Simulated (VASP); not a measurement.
Write the native input for VASP 6.6.1 that does the following.

- Task: single point
- Functional: PBE
- Potentials or basis: VASP PAW PBE potentials, release 64 (Cu)
- Cutoff: 520 eV
- k mesh: 26 × 26 × 26
- Occupations: gaussian, width 0.1 eV
- Spin: no spin polarisation
- Dipole correction: no
- Further INCAR settings: ALGO = Normal; EDIFF = 1e-06; NBANDS = 12

The structure of Cu lies in POSCAR:

```
Cu
1.0
    0.0000000000      1.8148576514      1.8148576514
    1.8148576514      0.0000000000      1.8148576514
    1.8148576514      1.8148576514      0.0000000000
Cu
1
Direct
    0.0030000000      0.0030000000      0.0030000000
```

One way to write it, as run:

INCAR

```
SYSTEM = Cu
  PREC = Accurate
  ENCUT = 520
  EDIFF = 1E-6
  ISMEAR = 0
  SIGMA = 0.1
  LREAL = .False.
  LASPH = .True.
  NELM = 60
  ALGO = Normal
  ISIF = 2
  LWAVE = .False.
  LCHARG = .True.
  GGA = PE
  LELF = .True.
  LVHAR = .True.
  NBANDS = 12
```

KPOINTS

```
Automatic mesh
0
Gamma
  26 26 26
  0 0 0
```

Potentials or basis: VASP PAW PBE potentials, release 64 (Cu).

The run is started by

```sh
$ cat potpaw_PBE.64/Cu/POTCAR > POTCAR
$ mpirun -np 1 vasp_std > vasp.out
```

It gave:

| Quantity | Value |
| --- | --- |
| Pressure | 0.6 GPa |
| Band gap on the k mesh | zero (an odd number of electrons rules out a gap without spin polarisation) |

It took 100 s on 1 thread of Intel Xeon 8259CL (shared host), peak memory 0.18 GiB.
